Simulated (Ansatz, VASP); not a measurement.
Cd: VASP beside Ansatz

INCAR

```
SYSTEM = Cd
ALGO = Normal ; EDIFF = 1E-6
ENCUT = 520 ; GGA = PE
ISIF = 2 ; ISMEAR = -1
LASPH = .True. ; LCHARG = .False.
LREAL = .False. ; LWAVE = .False.
NBANDS = 19 ; NELM = 100
PREC = Accurate ; SIGMA = 0.05
```

The input KPOINTS:

```
k-points
0
Gamma
  16 16 7
  0 0 0
```

Contents of POSCAR:

```
Cd
1.0
    2.9788725081      0.0000000000      0.0000000000
   -1.4894362540      2.5797792666      0.0000000000
    0.0000000000      0.0000000000      5.6176500000
Cd
2
Direct
    0.3333333333      0.6666666667      0.2500000000
    0.6666666667      0.3333333333      0.7500000000
```

Input for Ansatz:

```yaml
crystal:
  lattice:
    - [2.9788725081, 0.0, 0.0]
    - [-1.489436254, 2.5797792666, 0.0]
    - [0.0, 0.0, 5.61765]
  atoms:
    - { symbol: Cd, position: [0.3333333333, 0.6666666667, 0.25] }
    - { symbol: Cd, position: [0.6666666667, 0.3333333333, 0.75] }
kpoints:
  mp_grid: { grid: [16, 16, 7] }
scf:
  occupations: { method: fermi_dirac, width: 0.05 }
hamiltonian:
  xc: pbe
  pseudopotentials: { kind: all_electron, lapw: { basis_error: 0.001 } }
output:
  forces: true
  stress: true
  eigenvalues: true
basis:
  ecutwfc: 180
```

Alike in both runs: task single point; functional PBE; k mesh 16 × 16 × 7; occupations fermi-dirac, width 0.05 eV; no spin polarisation.

```csv
,VASP,Ansatz
version,VASP 6.6.1,Ansatz 0.2.0
potentials or method,"VASP PAW PBE potentials, release 64 (Cd), cutoff 520 eV","all-electron LAPW, scalar-relativistic"
```

VASP gave:

```
pressure (GPa)                                                : 3.2
traceless stress, the component that is largest in VASP (GPa) : -0.92
```

Task: What did Ansatz give for the same quantities?

Result: Pressure (GPa): 2.9; traceless stress, the component that is largest in VASP (GPa): -0.77.

Ansatz ran all-electron here, and VASP with PAW potentials.
